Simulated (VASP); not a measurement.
## B: electric field gradients with PBEsol

B:

```xyz
12
Lattice="2.4383 1.4078 4.1662 -2.4383 1.4078 4.1662 0.0000 -2.8155 4.1662" Properties=species:S:1:pos:R:3 pbc="T T T"
B    -1.5684    0.9055    2.8123
B     0.0000   -1.8110    2.8123
B     1.5684    0.9055    2.8123
B     1.5684   -0.9055    9.6863
B    -1.5684   -0.9055    9.6863
B     0.0000    1.8110    9.6863
B    -0.9954    0.5747    4.4703
B     0.0000   -1.1494    4.4703
B     0.9954    0.5747    4.4703
B     0.9954   -0.5747    8.0283
B    -0.9954   -0.5747    8.0283
B     0.0000    1.1494    8.0283
```

* Program: VASP 6.6.1
* Task: electric field gradients
* Functional: PBEsol
* Potentials or basis: VASP PAW PBE potentials, release 64 (B)
* Cutoff: 420 eV
* k mesh: 6 × 6 × 6
* Occupations: gaussian, width 0.01 eV
* Spin: no spin polarisation
* Dipole correction: no
* Further INCAR settings: ALGO = Normal; EDIFF = 1e-08; NBANDS = 30

```yaml
Pressure: 0.5 GPa
Largest_force: 0.034 eV/Å
Band_gap_on_the_k_mesh: 1.34 eV, indirect (least direct gap 1.70 eV)
```

Forces on the atoms (eV/Å):
```
B    0.017 -0.010 -0.013
B    0.000  0.020 -0.013
B   -0.017 -0.010 -0.013
B   -0.017  0.010  0.013
B    0.017  0.010  0.013
B    0.000 -0.020  0.013
B    0.029 -0.017  0.008
B    0.000  0.033  0.008
B   -0.029 -0.017  0.008
B   -0.029  0.017 -0.008
B    0.029  0.017 -0.008
B    0.000 -0.033 -0.008
```

Levels at points of the mesh, in eV from the valence-band top:
```csv
k point,band 15,band 16,band 17,band 18,band 19,band 20,band 21,band 22
"(0.00, 0.00, 0.00)",-1.48,-0.86,-0.86,-0.36,1.34,4.54,4.54,4.69
"(0.50, 0.00, 0.00)",-2.80,-1.97,-1.76,-0.60,1.87,3.19,3.55,4.87
"(0.50, 0.50, 0.00)",-3.05,-2.64,-2.17,-1.95,1.39,2.58,2.80,3.44
"(0.50, 0.50, 0.50)",-3.10,-1.96,-1.96,0.00,2.51,2.73,2.73,4.94
```

Electric field gradients, principal values (V/Å²):
| atom | least | middle | greatest (by size) |
| --- | --- | --- | --- |
| 1 B | 6.659 | 9.982 | -16.642 |
| 2 B | 6.659 | 9.982 | -16.642 |
| 3 B | 6.659 | 9.982 | -16.642 |
| 4 B | 6.659 | 9.982 | -16.642 |
| 5 B | 6.659 | 9.982 | -16.642 |
| 6 B | 6.659 | 9.982 | -16.642 |
| 7 B | -2.217 | -5.713 | 7.930 |
| 8 B | -2.217 | -5.713 | 7.930 |
| 9 B | -2.217 | -5.713 | 7.930 |
| 10 B | -2.217 | -5.713 | 7.930 |
| 11 B | -2.217 | -5.713 | 7.930 |
| 12 B | -2.217 | -5.713 | 7.930 |

It took 58 s on 1 thread of Intel(R) Xeon(R) Platinum 8488C (Sapphire Rapids), with other jobs on the host, peak memory 0.2 GiB.

Caveat: without QUAD_EFG the Cq values of the log hold for a quadrupole moment of 1 mb, not for the nuclei; the PAW data sets were made with another functional, which shifts forces and pressure a little. A k mesh can miss the band edges.
